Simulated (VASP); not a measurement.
# GaSb5P (F-43m) in VASP: notebook, part 2 of 2

VASP 6.6.1.

**3. Relaxation of cell and atoms, PBE**

This run uses another cell than the first one, of 30.26 Å³/atom.

File INCAR:

```
SYSTEM = GaSb5P
PREC = Accurate
ENCUT = 600
EDIFF = 1E-6
ISMEAR = 0
SIGMA = 0.2
LREAL = .FALSE.
LASPH = .TRUE.
NELM = 100
ALGO = Normal
ISIF = 3
LWAVE = .FALSE.
LCHARG = .FALSE.
GGA = PE
IBRION = 2
NSW = 36
EDIFFG = -0.08
```

File KPOINTS:

```
Automatic mesh
0
G
  3 3 3
  0 0 0
```

File POSCAR:

```
GaSb5P
1.0
    0.0000000000      4.7315141800      4.7315141800
    4.7315141800      0.0000000000      4.7315141800
    4.7315141800      4.7315141800      0.0000000000
Ga Sb P
1 5 1
Direct
    0.2500000000      0.2500000000      0.2500000000
    0.6485845600      0.6485845600      0.6485845600
    0.6485845600      0.6485845600      0.0542463200
    0.6485845600      0.0542463200      0.6485845600
    0.0542463200      0.6485845600      0.6485845600
    0.0000000000      0.0000000000      0.0000000000
    0.5000000000      0.5000000000      0.5000000000
```

Potentials or basis: VASP PAW PBE potentials, release 64 (Ga_d, Sb, P).

Started as:

```bash
$ cat potpaw_PBE.64/Ga_d/POTCAR potpaw_PBE.64/Sb/POTCAR potpaw_PBE.64/P/POTCAR > POTCAR
$ mpirun -np 1 vasp_std > vasp.out
```

OUTCAR:

```text
SYSTEM = GaSb5P
   PREC = Accurate
   ENCUT = 600
   EDIFF = 1E-6
   ISMEAR = 0
   LREAL = .FALSE.
   LASPH = .TRUE.
   NELM = 100
   ISIF = 3
   GGA = PE
   IBRION = 2
   NSW = 36
   EDIFFG = -0.08

 ion  position               nearest neighbor table
   1  0.250  0.250  0.250-
   2  0.649  0.649  0.649-   7 2.44   4 2.71   5 2.71   3 2.71
   3  0.649  0.649  0.054-   7 2.44   4 2.71   5 2.71   2 2.71
   4  0.649  0.054  0.649-   7 2.44   3 2.71   5 2.71   2 2.71
   5  0.054  0.649  0.649-   7 2.44   3 2.71   4 2.71   2 2.71
   6  0.000  0.000  0.000-
   7  0.500  0.500  0.500-   3 2.44   4 2.44   5 2.44   2 2.44

  LATTYP: Found a face centered cubic cell.
 ALAT       =     9.4630283600

  Lattice vectors:

 A1 = (   0.0000000000,   4.7315141800,   4.7315141800)
 A2 = (   4.7315141800,   0.0000000000,   4.7315141800)
 A3 = (   4.7315141800,   4.7315141800,   0.0000000000)

Analysis of symmetry for initial positions (statically):
=====================================================================
 Subroutine PRICEL returns:
 Original cell was already a primitive cell.

 Routine SETGRP: Setting up the symmetry group for a
 face centered cubic supercell.

 Subroutine GETGRP returns: Found 24 space group operations
 (whereof 24 operations were pure point group operations)
 out of a pool of 48 trial point group operations.

The static configuration has the point symmetry T_d .

Analysis of symmetry for dynamics (positions and initial velocities):
[... 138 lines left out ...]
   NGX = 27   NGY = 27   NGZ = 27

--------------------------------------- Ionic step        1  -------------------------------------------

 number of electron      43.0000005 magnetization

 Free energy of the ion-electron system (eV)
  ---------------------------------------------------
  ext. energy  EPLUGINS =         0.00000000
  ---------------------------------------------------
  free energy    TOTEN  =       -22.01763716 eV

  energy without entropy =      -21.84893690  energy(sigma->0) =      -21.93328703

 E-fermi :   5.8724     XC(G=0):  -9.1389

 val. band max:        5.8698158821   @ k =   0.3333   0.0000   0.0000
 cond. band min:       5.9391601876   @ k =  -0.3333   0.3333   0.0000
 fundamental gap:      0.0693443055
 Fermi energy:         5.8724327379

 k-point     1 :       0.0000    0.0000    0.0000
  band No.  band energies     occupation
      1      -9.6662      2.00000
      2      -9.6662      2.00000
      3      -9.6656      2.00000
      4      -9.6656      2.00000
      5      -9.6656      2.00000
      6      -8.3075      2.00000
[... 346 lines left out ...]
--------------------------------------- Ionic step        7  -------------------------------------------

 number of electron      43.0000007 magnetization

 Free energy of the ion-electron system (eV)
  ---------------------------------------------------
  ext. energy  EPLUGINS =         0.00000000
  ---------------------------------------------------
  free energy    TOTEN  =       -23.68961981 eV

  energy without entropy =      -23.48408224  energy(sigma->0) =      -23.58685102

 E-fermi :   4.0061     XC(G=0):  -8.3291

 val. band max:        3.9866510513   @ k =   0.3333   0.3333   0.0000
 cond. band min:       4.0582467557   @ k =   0.3333   0.3333   0.0000
 fundamental gap:      0.0715957043
 Fermi energy:         4.0060752757

 k-point     1 :       0.0000    0.0000    0.0000
  band No.  band energies     occupation
      1     -11.8264      2.00000
      2     -11.8264      2.00000
      3     -11.8264      2.00000
      4     -11.8262      2.00000
      5     -11.8262      2.00000
      6      -8.7702      2.00000
[... 135 lines left out ...]
  FREE ENERGIE OF THE ION-ELECTRON SYSTEM (eV)
  ---------------------------------------------------
  free  energy   TOTEN  =       -23.6896198059 eV

  energy  without entropy=      -23.4840822437  energy(sigma->0) =      -23.58685102

 reached required accuracy - stopping structural energy minimisation
```

OSZICAR:

```text
N       E                     dE             d eps       ncg     rms          rms(c)
DAV:   1     0.303853741239E+03    0.30385E+03   -0.17268E+04   200   0.171E+03
DAV:   2     0.114521426608E+02   -0.29240E+03   -0.28935E+03   232   0.348E+02
DAV:   3    -0.205558609974E+02   -0.32008E+02   -0.31632E+02   256   0.109E+02
[... 72 lines left out ...]
DAV:   4    -0.236897544841E+02    0.73086E-03   -0.24209E-03   243   0.192E-01    0.486E-02
DAV:   5    -0.236896589821E+02    0.95502E-04   -0.18806E-04   219   0.961E-02    0.347E-02
DAV:   6    -0.236896224394E+02    0.36543E-04   -0.11646E-04   254   0.602E-02    0.168E-02
DAV:   7    -0.236896197410E+02    0.26984E-05   -0.17904E-05   245   0.244E-02    0.842E-03
DAV:   8    -0.236896198059E+02   -0.64935E-07   -0.29971E-06   197   0.127E-02
   7 F= -.23689620E+02 E0= -.23586851E+02  d E =-.442489E-02
```

Run time: 5.5 min. Hardware: 1 thread of Intel Xeon Platinum 8175M at 2.50GHz (Skylake/Cascade Lake), shared host; peak memory 0.43 GiB.

What came out:

```
Free energy                           : -23.6896 eV
Relaxed volume                        : 37.00 Å³/atom
Relaxed cell                          : a = 7.155 Å, b = 7.155 Å, c = 7.155 Å, α = 60.00°, β = 60.00°, γ = 60.00°
Space group after relaxing (to 0.1 Å) : F-43m (No. 216)
Energy gained by relaxing             : 238.9 meV/atom
Ionic steps                           : 7
Pressure after relaxing               : 0.0 GPa
Band gap on the k mesh                : zero (an odd number of electrons rules out a gap without spin polarisation)
```

Step by step:
```
step  energy change (eV)  largest force (eV/Å)  pressure (GPa)  volume (Å³)
   1              0.0000                3.2699           11.03       211.85
   2             -1.2135                1.1531           -2.12       282.36
   3             -1.6155                0.5509            0.81       251.55
   4             -1.6152                0.5827            0.69       252.39
   5             -1.6646                0.2398           -0.08       259.08
   6             -1.6676                0.1411           -0.31       261.30
   7             -1.6720                0.0015           -0.01       259.02
```

Final structure:
```
Ga Sb P
1.0
     0.00000    5.05941    5.05941
     5.05941    0.00000    5.05941
     5.05941    5.05941    0.00000
Ga Sb P
1 5 1
Direct
  0.25000 0.25000 0.25000
  0.64467 0.64467 0.64467
  0.64467 0.64467 0.06599
  0.64467 0.06599 0.64467
  0.06599 0.64467 0.64467
  0.00000 0.00000 0.00000
  0.50000 0.50000 0.50000
```

Levels at points of the mesh, in eV from the Fermi level:
```csv
k point,band 19,band 20,band 21,band 22,band 23,band 24
"(0.00, 0.00, 0.00)",-1.11,-1.11,-0.79,0.42,0.42,0.42
```

Caveat: the k points lie up to 0.36 Å⁻¹ apart in the final cell, too coarse for converged energies and pressures of a metal; the volume moved by over 15 % at a fixed basis, so the end points are rough; spin-orbit coupling is left out, which moves the levels of the heavy elements; an odd number of electrons without spin polarisation forces a metal; a magnetic or distorted state may lie lower.

The gap in the log of VASP goes by the Fermi energy; the results here count the filled bands.